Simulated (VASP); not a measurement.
# Ti8O17 (a cell with a defect) in VASP: single point with PBE

Aim: the single point of Ti8O17 (a cell with a defect) with PBE.

Program: VASP 6.6.1. These are calculated values, not measurements. Logs are shortened: lines on timing, memory, paths and dates and some standing lists are left out, and cuts for length are marked.

### Step 1. The cell of the first run

The cell holds a defect, 25 atoms: a = 6.567 Å, b = 6.567 Å, c = 5.927 Å, α = 90.00°, β = 90.00°, γ = 90.00°.

### Step 2. Single point, PBE

Input file INCAR:

```
PREC = Accurate ; ENCUT = 1000
EDIFF = 1E-6 ; ISMEAR = -1
SIGMA = 0.01 ; LREAL = Auto
LASPH = T ; NELM = 120
ALGO = Normal ; ISIF = 2
LWAVE = F ; LCHARG = F
GGA = PE ; NBANDS = 117
GGA_COMPAT = F
```

Input file KPOINTS:

```
regular mesh
0
Gamma
  1 1 1
```

Input file POSCAR:

```
Ti8O17
1.0
    4.6435389800      4.6435389800      0.0000000000
   -4.6435389800      4.6435389800      0.0000000000
    0.0000000000      0.0000000000      5.9273749100
Ti O
8 17
Direct
    0.0133307807      0.5140882870     -0.0299844371
    0.4984762721      0.0133264737     -0.0343551746
   -0.0204455051      0.0144429713      0.2120414212
    0.5136160179      0.5133386433      0.2154236942
    0.0067359185      0.5132011404      0.4721008950
    0.4819055056      0.0129433607      0.4700418047
   -0.0126658784      0.0128181329      0.7183323250
    0.5188019333      0.5133858056      0.7183510516
    0.2150064863      0.3994912088      0.2636995337
    0.6903801204      0.0131128435      0.2766742487
   -0.0269383977      0.2164985595      0.0126814992
    0.5182453535      0.7177130448      0.0172924780
   -0.0269901901      0.8122800339      0.0126885849
    0.5182385698      0.3086774992      0.0176840510
    0.2775445637      0.0140827934      0.2660682046
    0.8023265264      0.5132709148      0.2786920053
    0.2183693309      0.5130086148      0.7788115431
    0.6946100838      0.0121734738      0.7619077701
   -0.0118439837      0.2192228825      0.5268561627
    0.5024240154      0.7187631060      0.5229939133
   -0.0100474014      0.8074237163      0.5260111006
    0.5060840471      0.3059453159      0.5265145275
    0.2869497824      0.0134271512      0.7772270305
    0.8118184247      0.5148561281      0.7625632035
    0.2106722920      0.6257938207      0.2539387204
```

Potentials or basis: VASP PAW PBE potentials, release 64 (Ti_sv, O_h).

Launch:

```bash
$ cat potpaw_PBE.64/Ti_sv/POTCAR potpaw_PBE.64/O_h/POTCAR > POTCAR
$ mpirun -np 1 vasp_gam > vasp.out
```

OUTCAR:

```text
PREC = Accurate
   ENCUT = 1000
   EDIFF = 1E-6
   ISMEAR = -1
   LREAL = Auto
   LASPH = T
   NELM = 120
   ISIF = 2
   GGA = PE

 ion  position               nearest neighbor table
   1  0.013  0.514  0.970-  17 1.76  24 1.81  11 1.99  13 1.99
   2  0.498  0.013  0.966-  18 1.77  23 1.78  14 1.97  12 1.97
   3  0.980  0.014  0.212-  11 1.78  13 1.78  10 1.94  15 1.98
   4  0.514  0.513  0.215-  14 1.78  12 1.78  16 1.93   9 2.12  25 2.13
   5  0.007  0.513  0.472-  16 1.77  19 1.96  21 1.96   9 1.99  25 2.00  24 2.15
   6  0.482  0.013  0.470-  10 1.79  15 1.81  22 1.96  20 1.96
   7  0.987  0.013  0.718-  21 1.77  19 1.77  18 1.94  23 2.00  13 2.19  11 2.20
   8  0.519  0.513  0.718-  22 1.78  20 1.78  24 1.94  17 2.01
   9  0.215  0.399  0.264-  25 1.49   5 1.99   4 2.12
  10  0.690  0.013  0.277-   6 1.79   3 1.94
  11  0.973  0.216  0.013-   3 1.78   1 1.99   7 2.20
  12  0.518  0.718  0.017-   4 1.78   2 1.97
  13  0.973  0.812  0.013-   3 1.78   1 1.99   7 2.19
  14  0.518  0.309  0.018-   4 1.78   2 1.97
  15  0.278  0.014  0.266-   6 1.81   3 1.98
  16  0.802  0.513  0.279-   5 1.77   4 1.93
  17  0.218  0.513  0.779-   1 1.76   8 2.01
  18  0.695  0.012  0.762-   2 1.77   7 1.94
  19  0.988  0.219  0.527-   7 1.77   5 1.96
  20  0.502  0.719  0.523-   8 1.78   6 1.96
  21  0.990  0.807  0.526-   7 1.77   5 1.96
  22  0.506  0.306  0.527-   8 1.78   6 1.96
  23  0.287  0.013  0.777-   2 1.78   7 2.00
  24  0.812  0.515  0.763-   1 1.81   8 1.94   5 2.15
  25  0.211  0.626  0.254-   9 1.49   5 2.00   4 2.13

  LATTYP: Found a simple tetragonal cell.
 ALAT       =     6.5669558029
 C/A-ratio  =     0.9026061828

  Lattice vectors:

 A1 = (   4.6435389800,   4.6435389800,   0.0000000000)
 A2 = (  -4.6435389800,   4.6435389800,   0.0000000000)
 A3 = (   0.0000000000,   0.0000000000,   5.9273749100)

Analysis of symmetry for initial positions (statically):
=====================================================================
 Subroutine PRICEL returns:
 Original cell was already a primitive cell.

 Routine SETGRP: Setting up the symmetry group for a
 simple tetragonal supercell.

 Subroutine GETGRP returns: Found  1 space group operations
 (whereof  1 operations were pure point group operations)
 out of a pool of 16 trial point group operations.

The static configuration has the point symmetry C_1 .

Analysis of symmetry for dynamics (positions and initial velocities):
=====================================================================
 Subroutine PRICEL returns:
 Original cell was already a primitive cell.

[... 135 lines left out ...]
   ISIF   =      2    stress and relaxation
   ISYM   =      2    0-nonsym 1-usesym 2-fastsym
   POTIM  = 0.5000    time-step for ionic-motion
   TEBEG  =    0.0;   TEEND  =   0.0 temperature during run
   PSTRESS=    0.0 pullay stress
   NELECT =     198.0000    total number of electrons
   NUPDOWN=      -1.0000    fix difference up-down
   EMIN   =  10.00;   EMAX   =-10.00  energy-range for DOS
   EFERMI =   0.00;   METHOD = LEGACY
   ISMEAR =    -1;   SIGMA  =   0.01  broadening in eV -4-tet -1-fermi 0-gaus
   EFERMI_NEDOS =   21; number of points for ismear=-14 and -15
   IALGO  =     38    algorithm
   IMIX   =      4    mixing-type and parameters
     AMIX     =   0.40;   BMIX     =  1.00
     AMIX_MAG =   1.60;   BMIX_MAG =  1.00
  volume/ion in A,a.u.               =      10.22        69.00
  Fermi-wavevector in a.u.,A,eV,Ry     =   1.503487  2.841179 30.755608  2.260473
  Thomas-Fermi vector in A             =   2.614591
   LORBIT       =      0    0 simple, 1 ext, 2 COOP (PROOUT), +10 PAW based schemes
   GGA     = PE    functional components
   LHFCALC =     F    Hartree Fock is set to
   AEXX    =    0.0000 exact exchange contribution
   IVDW    =     0    specifies the selected vdW correction
   LEPSILON=     F    determine dielectric tensor
   LRPA    =     F    only Hartree local field effects (RPA)
 non-spin polarized calculation
  energy-cutoff  :     1000.00
  volume of cell :      255.62
 maximum number of plane-waves:      9178
 NGX is ok and might be reduce to    70
   NGX = 33   NGY = 33   NGZ = 31

 number of electron     198.0000008 magnetization

 Free energy of the ion-electron system (eV)
  ---------------------------------------------------
  ext. energy  EPLUGINS =         0.00000000
  ---------------------------------------------------
  free energy    TOTEN  =      -216.59387683 eV

  energy without entropy =     -216.59387683  energy(sigma->0) =     -216.59387683

 E-fermi :   5.5489     XC(G=0): -11.4445

 val. band max:        5.2503728923   @ k =   0.0000   0.0000   0.0000
 cond. band min:       7.8059541954   @ k =   0.0000   0.0000   0.0000
 fundamental gap:      2.5555813031
 Fermi energy:         5.5489463065

 k-point     1 :       0.0000    0.0000    0.0000
  band No.  band energies     occupation
      1     -51.3564      2.00000
      2     -51.3080      2.00000
      3     -51.2182      2.00000
      4     -51.0999      2.00000
      5     -51.0924      2.00000
      6     -50.9526      2.00000
[... 103 lines left out ...]
    110       8.9516      0.00000
    111       9.0185      0.00000
 [bands above 111 left out]

------------------------ aborting loop because EDIFF is reached ----------------------------------------

  FORCE on cell =-STRESS in cart. coord.  units (eV):
  Direction    XX          YY          ZZ          XY          YZ          ZX
  --------------------------------------------------------------------------------------
  -------------------------------------------------------------------------------------
  Total       14.6286687     14.3565956     23.9574452      2.0873428     -0.5346892     -0.1010902
  in kB       91.6905974     89.9852784    150.1621579     13.0831940     -3.3513623     -0.6336204
  external PRESSURE =     110.6126779 kB  Pullay stress =       0.0000000 kB

 VOLUME and BASIS-vectors are now :
 -----------------------------------------------------------------------------
  energy-cutoff  :     1000.00
  volume of cell :      255.62
      direct lattice vectors                 reciprocal lattice vectors
     4.643538980  4.643538980  0.000000000     0.107676495  0.107676495  0.000000000
    -4.643538980  4.643538980  0.000000000    -0.107676495  0.107676495  0.000000000
     0.000000000  0.000000000  5.927374910     0.000000000  0.000000000  0.168708748

 POSITION                                       TOTAL-FORCE (eV/Angst)
 -----------------------------------------------------------------------------------
     -2.32529      2.44909      5.74965        -0.021576     -0.022517      0.051171
      2.25281      2.37658      5.72374        -0.006352     -0.016415      0.100619
      4.48153      4.61567      1.25685         0.010381      0.002604      0.078012
      0.00129      4.76870      1.27690        -0.008009     -0.001225      0.098807
     -2.35179      2.41435      2.79832         0.009644      0.006099      0.096582
      2.17764      2.29785      2.78611         0.008445      0.005078      0.068465
[... 17 lines left out ...]
      1.37896      6.16046      4.52000        -0.014287     -0.004570     -0.033889
     -1.92763      3.88416      1.50519        -0.072899      0.066091     -0.052000
 -----------------------------------------------------------------------------------
    total drift:                               -0.014283     -0.030905      0.014774

  FREE ENERGIE OF THE ION-ELECTRON SYSTEM (eV)
  ---------------------------------------------------
  free  energy   TOTEN  =      -216.5938768339 eV

  energy  without entropy=     -216.5938768339  energy(sigma->0) =     -216.59387683
```

OSZICAR:

```text
N       E                     dE             d eps       ncg     rms          rms(c)
DAV:   1     0.517048144119E+04    0.51705E+04   -0.16272E+05   234   0.342E+03
DAV:   2     0.127265548402E+04   -0.38978E+04   -0.37968E+04   234   0.947E+02
DAV:   3     0.380498658245E+02   -0.12346E+04   -0.11664E+04   327   0.384E+02
DAV:   4    -0.263282093997E+03   -0.30133E+03   -0.29753E+03   343   0.170E+02
DAV:   5    -0.280430120023E+03   -0.17148E+02   -0.17059E+02   364   0.431E+01    0.684E+01
DAV:   6    -0.217313101900E+03    0.63117E+02   -0.43037E+02   340   0.105E+02    0.285E+01
DAV:   7    -0.217011600819E+03    0.30150E+00   -0.90125E+01   332   0.385E+01    0.177E+01
DAV:   8    -0.216929822664E+03    0.81778E-01   -0.13983E+01   340   0.199E+01    0.663E+00
DAV:   9    -0.216549057147E+03    0.38077E+00   -0.38100E+00   340   0.103E+01    0.254E+00
DAV:  10    -0.216580008090E+03   -0.30951E-01   -0.52570E-01   356   0.422E+00    0.147E+00
DAV:  11    -0.216592720204E+03   -0.12712E-01   -0.14666E-01   332   0.187E+00    0.422E-01
DAV:  12    -0.216593439007E+03   -0.71880E-03   -0.28524E-02   364   0.880E-01    0.249E-01
DAV:  13    -0.216593969799E+03   -0.53079E-03   -0.67462E-03   348   0.444E-01    0.150E-01
DAV:  14    -0.216593949758E+03    0.20041E-04   -0.17243E-03   364   0.184E-01    0.996E-02
DAV:  15    -0.216593883851E+03    0.65907E-04   -0.71562E-04   348   0.110E-01    0.351E-02
DAV:  16    -0.216593878776E+03    0.50743E-05   -0.10512E-04   340   0.550E-02    0.221E-02
DAV:  17    -0.216593876667E+03    0.21097E-05   -0.40430E-05   348   0.292E-02    0.992E-03
DAV:  18    -0.216593876834E+03   -0.16715E-06   -0.72820E-06   284   0.129E-02
   1 F= -.21659388E+03 E0= -.21659388E+03  d E =-.665988E-13
```

It took 2.7 min on 1 thread of Intel Xeon Platinum 8375C at 2.90GHz (Ice Lake), shared host; peak memory 0.61 GiB.

What came out:

| Item | Value |
| --- | --- |
| Free energy | -216.5939 eV |
| Pressure | 11.1 GPa |
| Largest force | 0.111 eV/Å |

Forces in eV/Å, atoms in the order of the input:
```
Ti  -0.022 -0.023  0.051
Ti  -0.006 -0.016  0.101
Ti   0.010  0.003  0.078
Ti  -0.008 -0.001  0.099
Ti   0.010  0.006  0.097
Ti   0.008  0.005  0.068
Ti   0.003  0.019  0.072
Ti  -0.020 -0.016  0.079
O    0.091 -0.034  0.012
O    0.013  0.013 -0.034
O   -0.021  0.023 -0.040
O   -0.007  0.018 -0.043
O    0.003 -0.020 -0.042
O    0.019 -0.017 -0.043
O   -0.010 -0.007 -0.037
O   -0.010 -0.019 -0.048
O    0.019  0.022 -0.046
O    0.020  0.013 -0.044
O   -0.012  0.004 -0.038
O   -0.011  0.005 -0.047
O    0.009 -0.009 -0.041
O    0.020 -0.008 -0.034
O   -0.014 -0.020 -0.035
O   -0.014 -0.005 -0.034
O   -0.073  0.066 -0.052
```

Stress tensor (GPa, compression positive):
```
 9.17  1.31 -0.06
 1.31  9.00 -0.34
-0.06 -0.34 15.02
```

Caveat: the k points lie up to 1.06 Å⁻¹ apart, too coarse for converged energies, forces and pressures.
